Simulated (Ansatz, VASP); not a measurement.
**Ni in VASP and in Ansatz**

Contents of INCAR:

```
ALGO     = Normal         # electronic algorithm
EDIFF    = 1E-6           # SCF threshold, eV
ENCUT    = 590            # plane-wave cutoff, eV
GGA      = PE             # functional
GGA_COMPAT= F            
ISIF     = 2              # what is computed and relaxed
ISMEAR   = -1             # smearing method
ISPIN    = 2              # spin polarisation
LASPH    = T              # aspherical terms in the spheres
LCHARG   = T              # write CHGCAR
LELF     = T              # ELF
LMAXMIX  = 4              # l up to which the mixer works
LORBIT   = 11             # projections on sites
LREAL    = F              # projectors in reciprocal space
LVHAR    = T            
LWAVE    = F              # write WAVECAR
MAGMOM   = 1              # initial moments
NBANDS   = 19             # bands
NELM     = 200            # most SCF steps
PREC     = Accurate       # precision mode
SIGMA    = 0.01           # smearing width, eV
```

File KPOINTS:

```
k-points
0
Gamma
  18 18 17
```

POSCAR

```
Ni
1.0
    2.4129102046      0.0000000000      0.0000000000
   -1.2064551023      2.0896415342      0.0000000000
    0.0000000000      0.0000000000      2.3515256274
Ni
1
Direct
    0.0000000000      0.0000000000      0.0000000000
```

Input for Ansatz:

```yaml
crystal:
  lattice:
    - [2.4129102046, 0.0, 0.0]
    - [-1.2064551023, 2.0896415342, 0.0]
    - [0.0, 0.0, 2.3515256274]
  atoms:
    - { symbol: Ni, position: [0.0, 0.0, 0.0], spin: 1.0 }
magnetization:
  spin_polarized: true
kpoints:
  mp_grid: { grid: [18, 18, 17] }
  band_path:
    path:
      - [0.0, 0.0, 0.0]
      - [0.5, 0.0, 0.0]
      - [0.3333333333, 0.3333333333, 0.0]
      - [0.0, 0.0, 0.0]
      - [0.0, 0.0, 0.5]
      - [0.5, 0.0, 0.5]
      - [0.3333333333, 0.3333333333, 0.5]
      - [0.0, 0.0, 0.5]
      - [0.5, 0.0, 0.5]
    npoints: 8
scf:
  occupations: { method: fermi_dirac, width: 0.01 }
  n_extra_bands: 8
hamiltonian:
  xc: pbe
  pseudopotentials: { kind: paw }
output:
  forces: true
  stress: true
  eigenvalues: true
  populations: true
```

Alike in both runs: task single point; functional PBE; k mesh 18 × 18 × 17; occupations fermi-dirac, width 0.01 eV; collinear spin.

|  | VASP | Ansatz |
| --- | --- | --- |
| version | VASP 6.6.1 | Ansatz 0.2.0 |
| potentials or method | VASP PAW PBE potentials, release 64 (Ni_sv_GW) | PAW with Ansatz's default frozen-core files, scalar-relativistic |
| plane-wave cutoff (eV) | 590 | 420 |
| valence electrons in the cell | 18 | 18 |

|  | VASP | Ansatz | Ansatz less VASP |
| --- | --- | --- | --- |
| gap on the k mesh at the Fermi level (eV) | none | none | - |
| pressure (GPa) | -4.0 | -0.2 | +3.80 |
| traceless stress, the component that is largest in VASP (GPa) | -0.02 | -0.10 | -0.085 |
| net moment per atom (μB) | 0.58 | 0.58 | +0.004 |
| size of the moment on the site where the two differ most (μB) | 0.60 | 0.61 | +0.004 |

Site moments also hang on the region over which each program counts them. A gap of «none» marks a metal or a gap that the smearing closes.
